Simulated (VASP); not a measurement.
A run of VASP 6.6.1:

INCAR

```
SYSTEM = Si4IrPd
PREC = Accurate
ENCUT = 600
EDIFF = 1E-6
ISMEAR = 0
SIGMA = 0.2
LREAL = .False.
LASPH = .True.
NELM = 100
ALGO = Normal
ISIF = 3
LWAVE = .False.
LCHARG = .False.
GGA = PE
IBRION = 2
NSW = 36
EDIFFG = -0.08
```

Contents of KPOINTS:

```
regular mesh
0
Gamma
  4 4 4
  0 0 0
```

The input POSCAR:

```
Si4IrPd
1.0
   -2.7800000000      2.7800000000      5.5600000000
    2.7800000000     -2.7800000000      5.5600000000
    2.7800000000      2.7800000000     -5.5600000000
Si Pd Ir
8 2 2
Direct
    0.6250000000      0.6250000000      0.5000000000
    0.1250000000      0.6250000000      0.0000000000
    0.6250000000      0.1250000000      0.0000000000
    0.1250000000      0.1250000000      0.5000000000
    0.8750000000      0.3750000000      0.0000000000
    0.3750000000      0.8750000000      0.0000000000
    0.8750000000      0.8750000000      0.5000000000
    0.3750000000      0.3750000000      0.5000000000
    0.2500000000      0.7500000000      0.5000000000
    0.5000000000      0.5000000000      0.0000000000
    0.7500000000      0.2500000000      0.5000000000
    0.0000000000      0.0000000000      0.0000000000
```

Potentials or basis: VASP PAW PBE potentials, release 64 (Si, Pd, Ir).

Command:

```console
$ cat potpaw_PBE.64/Si/POTCAR potpaw_PBE.64/Pd/POTCAR potpaw_PBE.64/Ir/POTCAR > POTCAR
$ mpirun -np 1 vasp_std > vasp.out
```

Hardware: 1 thread of Intel Xeon 8259CL, with other jobs on the host.

Problem. Estimate the wall time of this run.

Solution. Run time: 32 min on 1 thread of Intel Xeon 8259CL, with other jobs on the host, peak memory 0.5 GiB. Counts: scf iterations 77, k points 13, ion steps 7.
